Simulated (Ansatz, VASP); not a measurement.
## One calculation of CdS, two programs

Contents of POSCAR:

```
CdS
1.0
    2.9165000000      2.9165000000      0.0000000000
   -2.9165000000      2.9165000000      0.0000000000
    0.0000000000      2.9165000000      2.9165000000
Cd S
1 1
Direct
    0.0000000000      0.0000000000      0.0000000000
    0.7500000000      0.2500000000      0.5000000000
```

Contents of INCAR.step1:

```
SYSTEM = CdS
PREC = Accurate ; ENCUT = 600
ISMEAR = -1 ; SIGMA = 0.08
LREAL = .FALSE. ; LASPH = .TRUE.
NELM = 60 ; GGA = PE
ALGO = Normal ; EDIFF = 1E-4
LWAVE = .TRUE. ; LCHARG = .FALSE.
```

INCAR.step2

```
SYSTEM = CdS
PREC = Accurate ; ENCUT = 600
EDIFF = 1E-6 ; ISMEAR = -1
SIGMA = 0.08 ; LREAL = .FALSE.
LASPH = .TRUE. ; NELM = 60
ALGO = Normal ; ISIF = 3
LWAVE = .FALSE. ; LCHARG = .FALSE.
METAGGA = R2SCAN ; LMIXTAU = .TRUE.
IBRION = 2 ; NSW = 100
EDIFFG = -0.002 ; ISTART = 1
```

The input KPOINTS:

```
regular mesh
0
G
  12 12 12
  0 0 0
```

Input for Ansatz:

```yaml
crystal:
  lattice:
    - [2.9165, 2.9165, 0.0]
    - [-2.9165, 2.9165, 0.0]
    - [0.0, 2.9165, 2.9165]
  atoms:
    - { symbol: Cd, position: [0.0, 0.0, 0.0] }
    - { symbol: S, position: [0.75, 0.25, 0.5] }
kpoints:
  mp_grid: { grid: [12, 12, 12] }
scf:
  occupations: { method: fermi_dirac, width: 0.08 }
hamiltonian:
  xc: r2scan
  pseudopotentials: { kind: paw }
relax:
  f_tol: 0.002
  max_steps: 80
  cell: {}
output:
  forces: true
  stress: true
```

Alike in both runs: task relaxation of cell and atoms; functional r2SCAN; k mesh 12 × 12 × 12; occupations fermi-dirac, width 0.08 eV; no spin polarisation.

|  | VASP | Ansatz |
| --- | --- | --- |
| version | VASP 6.6.1 | Ansatz 0.2.0 |
| potentials or method | VASP PAW PBE potentials, release 64 (Cd, S) | PAW with Ansatz's default frozen-core files, scalar-relativistic |
| plane-wave cutoff (eV) | 600 | 500 |
| valence electrons in the cell | 18 | 26 |

```csv
,VASP,Ansatz,Ansatz less VASP
relaxed volume (Å³/atom),25.49,25.39,-0.100
relaxed cell length with the largest relative difference (Å),4.162,4.157,-0.0054
```

VASP's potentials were made for PBE, not for r2SCAN. VASP's potentials hold 18 valence electrons a cell and Ansatz's 26, so a difference there can come from the potentials and not from the codes.
